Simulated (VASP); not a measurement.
# TaN (P6_3mc) in VASP: notebook, part 2 of 2

VASP 6.6.1.

### Step 3. Single point, PBE (11.95 Å³/atom)

This run uses another cell than the first one, of 11.95 Å³/atom.

INCAR

```
ALGO = Normal
EDIFF = 1E-6
ENCUT = 700
GGA = PE
GGA_COMPAT = F
ISIF = 2
ISMEAR = 0
LASPH = T
LCHARG = F
LREAL = F
LWAVE = F
NBANDS = 26
NELM = 120
PREC = Accurate
SIGMA = 0.1
```

KPOINTS

```
k-points
0
Gamma
  18 18 8
```

POSCAR

```
TaN
1.0
    3.0200591234      0.0000000000      0.0000000000
   -1.5100295617      2.6154479218      0.0000000000
    0.0000000000      0.0000000000      6.0511618301
Ta N
2 2
Direct
    0.3333333333      0.6666666667      0.0329817585
    0.6666666667      0.3333333333      0.5329817585
    0.3333333333      0.6666666667      0.3520182415
    0.6666666667      0.3333333333      0.8520182415
```

Potentials or basis: VASP PAW PBE potentials, release 64 (Ta_sv_GW, N).

The run is started by

```console
$ cat potpaw_PBE.64/Ta_sv_GW/POTCAR potpaw_PBE.64/N/POTCAR > POTCAR
$ mpirun -np 1 vasp_std > vasp.out
```

Wall time 4.3 min (1 thread of Intel Xeon 6975P-C (Granite Rapids), shared host); peak memory 0.44 GiB.

Results (log left out):

```
Free energy            : -48.0479 eV
Pressure               : 27.1 GPa
Largest force          : 0.010 eV/Å
Band gap on the k mesh : zero (bands 18 and 19 overlap by 0.24 eV)
```

Forces in eV/Å, atoms in the order of the input:
```
Ta   0.000  0.000 -0.010
Ta   0.000  0.000 -0.010
N    0.000  0.000  0.010
N    0.000  0.000  0.010
```

Stress tensor (GPa, compression positive):
```
26.89  0.00  0.00
 0.00 26.89  0.00
 0.00  0.00 27.46
```

Levels at points of the mesh, in eV from the Fermi level:
```tsv
k point	band 16	band 17	band 18	band 19	band 20	band 21
(0.00, 0.00, 0.00)	-4.54	-0.94	-0.77	0.26	0.26	2.54
(0.50, 0.00, 0.00)	-3.68	-2.68	-0.39	1.29	2.50	3.00
(0.00, 0.00, 0.50)	-5.05	0.05	0.05	1.11	1.11	1.11
(0.50, 0.00, 0.50)	-4.91	-1.13	-1.13	1.70	1.70	4.01
```

Caveat: the cell stands under pressure; spin-orbit coupling is left out, which moves the levels of the heavy elements.

### Step 4. Single point, PBE (13.92 Å³/atom)

This run uses another cell than the first one, of 13.92 Å³/atom.

INCAR

```
PREC = Accurate ; ENCUT = 700
EDIFF = 1E-6 ; ISMEAR = 0
SIGMA = 0.1 ; LREAL = F
LASPH = T ; NELM = 120
ALGO = Normal ; ISIF = 2
LWAVE = F ; LCHARG = F
GGA = PE ; NBANDS = 26
GGA_COMPAT = F
```

KPOINTS

```
Automatic mesh
0
Gamma
  18 18 8
```

POSCAR

```
TaN
1.0
    3.2336900230      0.0000000000      0.0000000000
   -1.6168450115      2.8004577079      0.0000000000
    0.0000000000      0.0000000000      6.1480495297
Ta N
2 2
Direct
    0.3333333333      0.6666666667      0.0294383097
    0.6666666667      0.3333333333      0.5294383097
    0.3333333333      0.6666666667      0.3555616903
    0.6666666667      0.3333333333      0.8555616903
```

Potentials or basis: VASP PAW PBE potentials, release 64 (Ta_sv_GW, N).

The run is started by

```console
$ cat potpaw_PBE.64/Ta_sv_GW/POTCAR potpaw_PBE.64/N/POTCAR > POTCAR
$ mpirun -np 1 vasp_std > vasp.out
```

OUTCAR:

```text
PREC = Accurate
   ENCUT = 700
   EDIFF = 1E-6
   ISMEAR = 0
   LREAL = F
   LASPH = T
   NELM = 120
   ISIF = 2
   GGA = PE

 ion  position               nearest neighbor table
   1  0.333  0.667  0.029-   3 2.01   4 2.15   4 2.15   4 2.15
   2  0.667  0.333  0.529-   4 2.01   3 2.15   3 2.15   3 2.15
   3  0.333  0.667  0.356-   1 2.01   2 2.15   2 2.15   2 2.15
   4  0.667  0.333  0.856-   2 2.01   1 2.15   1 2.15   1 2.15

  LATTYP: Found a hexagonal cell.
 ALAT       =     3.2336900230
[... 895 lines left out ...]

  FORCE on cell =-STRESS in cart. coord.  units (eV):
  Direction    XX          YY          ZZ          XY          YZ          ZX
  --------------------------------------------------------------------------------------
  -------------------------------------------------------------------------------------
  Total       -4.3505573     -4.3505573     -4.3119797      0.0000000      0.0000000      0.0000000
  in kB     -125.1960739   -125.1960739   -124.0859270      0.0000000      0.0000000      0.0000000
  external PRESSURE =    -124.8260249 kB  Pullay stress =       0.0000000 kB

 VOLUME and BASIS-vectors are now :
 -----------------------------------------------------------------------------
  energy-cutoff  :      700.00
  volume of cell :       55.68
      direct lattice vectors                 reciprocal lattice vectors
     3.233690023  0.000000000  0.000000000     0.309244236  0.178542243  0.000000000
    -1.616845011  2.800457708  0.000000000     0.000000000  0.357084486  0.000000000
     0.000000000  0.000000000  6.148049530     0.000000000  0.000000000  0.162653211

 POSITION                                       TOTAL-FORCE (eV/Angst)
 -----------------------------------------------------------------------------------
     -0.00000      1.86697      0.18099        -0.000000      0.000000     -0.003367
      1.61685      0.93349      3.25501         0.000000     -0.000000     -0.003367
     -0.00000      1.86697      2.18601        -0.000000      0.000000      0.003367
      1.61685      0.93349      5.26004         0.000000     -0.000000      0.003367
 -----------------------------------------------------------------------------------
    total drift:                               -0.000001      0.000000      0.000818

  FREE ENERGIE OF THE ION-ELECTRON SYSTEM (eV)
  ---------------------------------------------------
  free  energy   TOTEN  =       -48.3002179613 eV

  energy  without entropy=      -48.2960873552  energy(sigma->0) =      -48.29815266
```

stdout:

```text
POSCAR found type information on POSCAR TaN
 POSCAR found :  2 types and       4 ions
 scaLAPACK will be used
 LDA part: xc-table for (Slater+PW92), standard interpolation
 POSCAR, INCAR and KPOINTS ok, starting setup
 FFT: planning ... GRIDC
 FFT: planning ... GRID_SOFT
 FFT: planning ... GRID
 WAVECAR not read
 entering main loop
```

Wall time 11 min (1 thread of Intel Xeon Platinum 8375C at 2.90GHz (Ice Lake), shared host); peak memory 0.47 GiB.

What came out:

| Property | Result |
| --- | --- |
| Free energy | -48.3002 eV |
| Pressure | -12.5 GPa |
| Largest force | 0.003 eV/Å |
| Band gap on the k mesh | zero (bands 18 and 19 overlap by 0.47 eV) |

Forces in eV/Å, atoms in the order of the input:
```
Ta   0.000  0.000 -0.003
Ta   0.000  0.000 -0.003
N    0.000  0.000  0.003
N    0.000  0.000  0.003
```

Caveat: the cell stands under tension; spin-orbit coupling is left out, which moves the levels of the heavy elements.

### Step 5. Summary

```csv
cell,gap on the mesh (eV),pressure (GPa),largest force (eV/Å)
"a = 2.973, b = 2.973, c = 6.038 Å, angles 90.0, 90.0, 120.0°, 4 atoms, atomic positions A",none,39.1,0.01
"a = 3.020, b = 3.020, c = 6.051 Å, angles 90.0, 90.0, 120.0°, 4 atoms, atomic positions B",none,27.1,0.01
"a = 3.234, b = 3.234, c = 6.148 Å, angles 90.0, 90.0, 120.0°, 4 atoms, atomic positions C",none,-12.5,-
```

Alike in all rows: task single point; level PBE; potentials or basis VASP PAW PBE potentials, release 64 (Ta_sv_GW, N); no spin polarisation; k mesh 18 × 18 × 8; cutoff (eV) 700; smearing gaussian 0.1 eV.

Caveats: spin-orbit coupling is left out, which moves the levels of the heavy elements; the cell stands under pressure (at least some runs); the cell stands under tension (at least some runs).

Total energies depend on the potentials used, so only differences within one code and one set of settings carry meaning.
